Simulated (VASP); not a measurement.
# Ta (Im-3m) in VASP: relaxation of cell and atoms with LDA

Aim: the relaxation of cell and atoms of Ta with LDA.

Program: VASP 6.6.1. These are calculated values, not measurements. Logs are shortened: lines on timing, memory, paths and dates and some standing lists are left out, and cuts for length are marked.

**1. The cell of the first run**

The structure is cubic, space group Im-3m (No. 229). Conventional cell: a = 3.310 Å, b = 3.310 Å, c = 3.310 Å, α = 90.00°, β = 90.00°, γ = 90.00°. Ta (site symmetry m-3m) has 14 Ta at 2.87 to 3.31 Å within 3.8 Å.

**2. Relaxation of cell and atoms, LDA**

Contents of INCAR:

```
SYSTEM = Ta
PREC = Accurate
ENCUT = 500
EDIFF = 1E-7
ISMEAR = 0
SIGMA = 0.1
LREAL = .False.
LASPH = .True.
NELM = 120
ALGO = Normal
ISIF = 3
LWAVE = .False.
LCHARG = .False.
GGA = CA
IBRION = 2
NSW = 100
EDIFFG = -0.05
GGA_COMPAT = .False.
NELMIN = 4
```

Contents of KPOINTS:

```
regular mesh
0
Gamma
  8 8 8
  0 0 0
```

Contents of POSCAR:

```
Ta
1.0
   -1.6549278100      1.6549278100      1.6549278100
    1.6549278100     -1.6549278100      1.6549278100
    1.6549278100      1.6549278100     -1.6549278100
Ta
1
Direct
    0.0000000000      0.0000000000      0.0000000000
```

Potentials or basis: VASP PAW LDA potentials, release 64 (Ta_sv_GW).

Run with:

```bash
> cat potpaw_LDA.64/Ta_sv_GW/POTCAR > POTCAR
> mpirun -np 1 vasp_std > vasp.out
```

OUTCAR:

```text
SYSTEM = Ta
   PREC = Accurate
   ENCUT = 500
   EDIFF = 1E-7
   ISMEAR = 0
   LREAL = .False.
   LASPH = .True.
   NELM = 120
   ISIF = 3
   GGA = CA
   IBRION = 2
   NSW = 100
   EDIFFG = -0.05
   NELMIN = 4

 ion  position               nearest neighbor table
   1  0.000  0.000  0.000-

  LATTYP: Found a body centered cubic cell.
 ALAT       =     3.3098556200

  Lattice vectors:

 A1 = (  -1.6549278100,   1.6549278100,   1.6549278100)
 A2 = (   1.6549278100,  -1.6549278100,   1.6549278100)
 A3 = (   1.6549278100,   1.6549278100,  -1.6549278100)

Analysis of symmetry for initial positions (statically):
=====================================================================
 Subroutine PRICEL returns:
 Original cell was already a primitive cell.

 Routine SETGRP: Setting up the symmetry group for a
 body centered cubic supercell.

 Subroutine GETGRP returns: Found 48 space group operations
 (whereof 48 operations were pure point group operations)
 out of a pool of 48 trial point group operations.

The static configuration has the point symmetry O_h .

Analysis of symmetry for dynamics (positions and initial velocities):
=====================================================================
 Subroutine PRICEL returns:
 Original cell was already a primitive cell.

 Routine SETGRP: Setting up the symmetry group for a
 body centered cubic supercell.

 Subroutine GETGRP returns: Found 48 space group operations
 (whereof 48 operations were pure point group operations)
 out of a pool of 48 trial point group operations.

The dynamic configuration has the point symmetry O_h .

 Subroutine INISYM returns: Found 48 space group operations
 (whereof 48 operations are pure point group operations),
 and found     1 'primitive' translations

----------------------------------------------------------------------------------------

                                     Primitive cell

  volume of cell :      18.1300

  direct lattice vectors                    reciprocal lattice vectors
    -1.654927810  1.654927810  1.654927810     0.000000000  0.302127982  0.302127982
     1.654927810 -1.654927810  1.654927810     0.302127982  0.000000000  0.302127982
     1.654927810  1.654927810 -1.654927810     0.302127982  0.302127982  0.000000000

  length of vectors
     2.866419050  2.866419050  2.866419050     0.427273490  0.427273490  0.427273490

  position of ions in fractional coordinates (direct lattice)
     0.000000000  0.000000000  0.000000000

  ion indices of the primitive-cell ions
   primitive index   ion index
                 1           1

----------------------------------------------------------------------------------------

 KPOINTS: regular mesh

Automatic generation of k-mesh.
 Grid dimensions read from file:
 generate k-points for:    8    8    8

 Generating k-lattice:

  Cartesian coordinates                     Fractional coordinates (reciprocal lattice)
     0.000000000  0.037765998  0.037765998     0.125000000  0.000000000  0.000000000
     0.037765998  0.000000000  0.037765998     0.000000000  0.125000000  0.000000000
     0.037765998  0.037765998  0.000000000     0.000000000  0.000000000  0.125000000

  Length of vectors
     0.053409186  0.053409186  0.053409186

  Shift w.r.t. Gamma in fractional coordinates (k-lattice)
     0.000000000  0.000000000  0.000000000

 Subroutine IBZKPT returns following result:
 ===========================================

 Found     29 irreducible k-points:

 Following reciprocal coordinates:
            Coordinates               Weight
  0.000000  0.000000  0.000000      1.000000
  0.125000  0.000000  0.000000     12.000000
  0.250000  0.000000  0.000000     12.000000
  0.375000  0.000000  0.000000     12.000000
  0.500000  0.000000  0.000000      6.000000
  0.125000  0.125000  0.000000     24.000000
[... 16 lines left out ...]
 -0.250000  0.250000  0.250000      6.000000
 -0.375000  0.375000  0.250000     24.000000
 [... further k-points ...]
   k-points           NKPTS =     29   k-points in BZ     NKDIM =     29   number of bands    NBANDS=     10
   number of dos      NEDOS =    301   number of ions     NIONS =      1
   total plane-waves  NPLWV =  13824
   dimension x,y,z NGX =    24 NGY =   24 NGZ =   24
   dimension x,y,z NGXF=    48 NGYF=   48 NGZF=   48
   ions per type =               1
   NGX,Y,Z   is equivalent  to a cutoff of  13.92, 13.92, 13.92 a.u.
   NGXF,Y,Z  is equivalent  to a cutoff of  27.84, 27.84, 27.84 a.u.
 SYSTEM =  Ta
   PREC   = accura    normal or accurate (medium, high low for compatibility)
   ISTART =      0    job   : 0-new  1-cont  2-samecut
   ICHARG =      2    charge: 1-file 2-atom 10-const
   ISPIN  =      1    spin polarized calculation?
   LNONCOLLINEAR =      F non collinear calculations
   LSORBIT =      F    spin-orbit coupling
   LASPH  =      T    aspherical Exc in radial PAW
   ENCUT  =  500.0 eV  36.75 Ry    6.06 a.u.   5.23  5.23  5.23*2*pi/ulx,y,z
   NELM   =    120;   NELMIN=  4; NELMDL= -5     # of ELM steps
   EDIFF  = 0.1E-06   stopping-criterion for ELM
   LREAL  =      F    real-space projection
   EDIFFG = -.5E-01   stopping-criterion for IOM
   NSW    =    100    number of steps for IOM
   IBRION =      2    ionic relax: 0-MD 1-quasi-New 2-CG
   NFREE  =      1    steps in history (QN), initial steepest desc. (CG)
   ISIF   =      3    stress and relaxation
   ISYM   =      2    0-nonsym 1-usesym 2-fastsym
   POTIM  = 0.5000    time-step for ionic-motion
   TEBEG  =    0.0;   TEEND  =   0.0 temperature during run
   PSTRESS=    0.0 pullay stress
   NELECT =      13.0000    total number of electrons
   NUPDOWN=      -1.0000    fix difference up-down
   EMIN   =  10.00;   EMAX   =-10.00  energy-range for DOS
   EFERMI =   0.00;   METHOD = LEGACY
   ISMEAR =     0;   SIGMA  =   0.10  broadening in eV -4-tet -1-fermi 0-gaus
   EFERMI_NEDOS =   21; number of points for ismear=-14 and -15
   IALGO  =     38    algorithm
   IMIX   =      4    mixing-type and parameters
     AMIX     =   0.40;   BMIX     =  1.00
     AMIX_MAG =   1.60;   BMIX_MAG =  1.00
  volume/ion in A,a.u.               =      18.13       122.35
  Fermi-wavevector in a.u.,A,eV,Ry     =   1.465290  2.768996 29.212723  2.147075
  Thomas-Fermi vector in A             =   2.581164
   LORBIT       =      0    0 simple, 1 ext, 2 COOP (PROOUT), +10 PAW based schemes
   GGA     = CA    functional components
   LHFCALC =     F    Hartree Fock is set to
   AEXX    =    0.0000 exact exchange contribution
   IVDW    =     0    specifies the selected vdW correction
   LEPSILON=     F    determine dielectric tensor
   LRPA    =     F    only Hartree local field effects (RPA)
 conjugate gradient relaxation of ions
 non-spin polarized calculation
 Gauss-broadening in eV      SIGMA  =   0.10
  energy-cutoff  :      500.00
  volume of cell :       18.13
 maximum number of plane-waves:       471
 NGX is ok and might be reduce to    24
   NGX = 11   NGY = 11   NGZ = 11

--------------------------------------- Ionic step        1  -------------------------------------------

 number of electron      12.9999998 magnetization

 Free energy of the ion-electron system (eV)
  ---------------------------------------------------
  ext. energy  EPLUGINS =         0.00000000
  ---------------------------------------------------
  free energy    TOTEN  =       -15.31971032 eV

  energy without entropy =      -15.31589518  energy(sigma->0) =      -15.31780275

------------------------ aborting loop because EDIFF is reached ----------------------------------------

  FORCE on cell =-STRESS in cart. coord.  units (eV):
  Direction    XX          YY          ZZ          XY          YZ          ZX
  --------------------------------------------------------------------------------------
  -------------------------------------------------------------------------------------
  Total       -1.4004584     -1.4004584     -1.4004584     -0.0000000      0.0000000     -0.0000000
  in kB     -123.7609481   -123.7609481   -123.7609481     -0.0000000      0.0000000     -0.0000000
  external PRESSURE =    -123.7609481 kB  Pullay stress =       0.0000000 kB
[... 90 lines left out ...]
  energy  without entropy=      -15.3574246986  energy(sigma->0) =      -15.35928349

--------------------------------------- Ionic step        4  -------------------------------------------

 number of electron      13.0000001 magnetization

 Free energy of the ion-electron system (eV)
  ---------------------------------------------------
  ext. energy  EPLUGINS =         0.00000000
  ---------------------------------------------------
  free energy    TOTEN  =       -15.36133249 eV

  energy without entropy =      -15.35760803  energy(sigma->0) =      -15.35947026

 E-fermi :  10.8185     XC(G=0): -13.5516

 val. band max:       10.7635737170   @ k =   0.2500   0.0000   0.0000
 cond. band min:      10.8486628554   @ k =  -0.2500   0.2500   0.1250
 fundamental gap:      0.0850891383
 Fermi energy:        10.8184666190

 k-point     1 :       0.0000    0.0000    0.0000
  band No.  band energies     occupation
      1     -55.7798      2.00000
      2     -21.8178      2.00000
      3     -21.8178      2.00000
      4     -21.8178      2.00000
      5       2.8685      2.00000
      6      11.5535      0.00000
      7      11.5535      0.00000
      8      11.5535      0.00000
      9      14.9948      0.00000
     10      14.9948      0.00000
[... 287 lines left out ...]
 k-point    24 :      -0.3750    0.3750    0.2500
  band No.  band energies     occupation
      1     -55.5956      2.00000
      2     -22.8695      2.00000
      3     -22.4679      2.00000
      4     -22.3418      2.00000
      5       7.9904      2.00000
      6       8.7377      2.00000
      7      12.1712      0.00000
      8      12.9074      0.00000
      9      16.5663      0.00000
     10      16.7822      0.00000

 [... further k-points ...]

------------------------ aborting loop because EDIFF is reached ----------------------------------------

  FORCE on cell =-STRESS in cart. coord.  units (eV):
  Direction    XX          YY          ZZ          XY          YZ          ZX
  --------------------------------------------------------------------------------------
  -------------------------------------------------------------------------------------
  Total       -0.0123538     -0.0123538     -0.0123538      0.0000000      0.0000000      0.0000000
  in kB       -1.1566071     -1.1566071     -1.1566071      0.0000000      0.0000000      0.0000000
  external PRESSURE =      -1.1566071 kB  Pullay stress =       0.0000000 kB
[... 16 lines left out ...]
  FREE ENERGIE OF THE ION-ELECTRON SYSTEM (eV)
  ---------------------------------------------------
  free  energy   TOTEN  =       -15.3613324936 eV

  energy  without entropy=      -15.3576080317  energy(sigma->0) =      -15.35947026

 reached required accuracy - stopping structural energy minimisation
```

It took 20 s on 1 thread of AMD EPYC 7R13 (Zen 3), shared host; peak memory 0.12 GiB.

What came out:

```yaml
Free_energy: -15.3613 eV
Relaxed_volume: 17.11 Å³/atom
Relaxed_cell: a = 2.812 Å, b = 2.812 Å, c = 2.812 Å, α = 109.47°, β = 109.47°, γ = 109.47°
Space_group_after_relaxing_to_0.1_Å: Im-3m (No. 229)
Energy_gained_by_relaxing: 41.6 meV/atom
Ionic_steps: 4
Pressure_after_relaxing: -0.1 GPa
Band_gap_on_the_k_mesh: zero (an odd number of electrons rules out a gap without spin polarisation)
```

The path:
| step | energy change (eV) | largest force (eV/Å) | pressure (GPa) | volume (Å³) |
| --- | --- | --- | --- | --- |
| 1 | 0.0000 | 0.0000 | -12.38 | 18.13 |
| 2 | 0.2751 | 0.0000 | 47.05 | 14.70 |
| 3 | -0.0414 | 0.0000 | -0.93 | 17.17 |
| 4 | -0.0416 | 0.0000 | -0.12 | 17.11 |

Final structure:
```
CELL_PARAMETERS angstrom
-1.62339 1.62339 1.62339
1.62339 -1.62339 1.62339
1.62339 1.62339 -1.62339
ATOMIC_POSITIONS crystal
Ta 0.00000 0.00000 0.00000
```

Levels at points of the mesh, in eV from the Fermi level:
```tsv
k point	band 4	band 5	band 6	band 7	band 8	band 9
(0.00, 0.00, 0.00)	-32.64	-7.95	0.74	0.74	0.74	4.18
(0.50, 0.00, 0.00)	-32.65	-4.53	-1.67	2.08	4.09	5.17
(0.50, 0.50, 0.50)	-33.61	-4.06	-4.06	7.27	7.27	7.27
```

Caveat: spin-orbit coupling is left out, which moves the levels of the heavy elements.

The gap in the log of VASP goes by the Fermi energy; the results here count the filled bands.